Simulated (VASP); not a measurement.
Here is a VASP 6.6.1 calculation.

POSCAR

```
Al2Cu
1.0
    4.1323694281      0.0000000000      0.0000000000
    0.0000000000      4.1323694281      0.0000000000
    0.0000000000      0.0000000000      2.9104613262
Cu Al
1 2
Direct
    0.0000000000      0.0000000000      0.0000000000
    0.0000000000      0.5000000000      0.5000000000
    0.5000000000      0.0000000000      0.5000000000
```

INCAR.step1

```
SYSTEM = Al2Cu
PREC = Accurate
ENCUT = 520
ISMEAR = -1
SIGMA = 0.05
LREAL = .False.
LASPH = .True.
NELM = 60
NBANDS = 16
GGA = PE
ALGO = Normal
EDIFF = 1E-4
LWAVE = .True.
LCHARG = .False.
```

INCAR.step2

```
SYSTEM = Al2Cu
PREC = Accurate
ENCUT = 520
EDIFF = 1E-6
ISMEAR = -1
SIGMA = 0.05
LREAL = .False.
LASPH = .True.
NELM = 60
ALGO = Normal
ISIF = 2
LWAVE = .False.
LCHARG = .False.
METAGGA = R2SCAN
LMIXTAU = .True.
NBANDS = 16
ISTART = 1
```

KPOINTS

```
Automatic mesh
0
Gamma
  7 7 9
  0 0 0
```

Potentials or basis: VASP PAW PBE potentials, release 64 (Cu, Al).

Command:

```sh
$ cat potpaw_PBE.64/Cu/POTCAR potpaw_PBE.64/Al/POTCAR > POTCAR
$ cp INCAR.step1 INCAR
$ mpirun -np 1 vasp_std > vasp.out
$ cp INCAR.step2 INCAR
$ mpirun -np 1 vasp_std > vasp.out
```

(1) Predict the pressure.

(2) What does it give for the band gap on the k mesh?

Results:

(1) -4.0 GPa.

(2) zero (an odd number of electrons rules out a gap without spin polarisation).

Caveat: the cell stands under tension; the PAW data sets were made with another functional, which shifts forces and pressure a little.
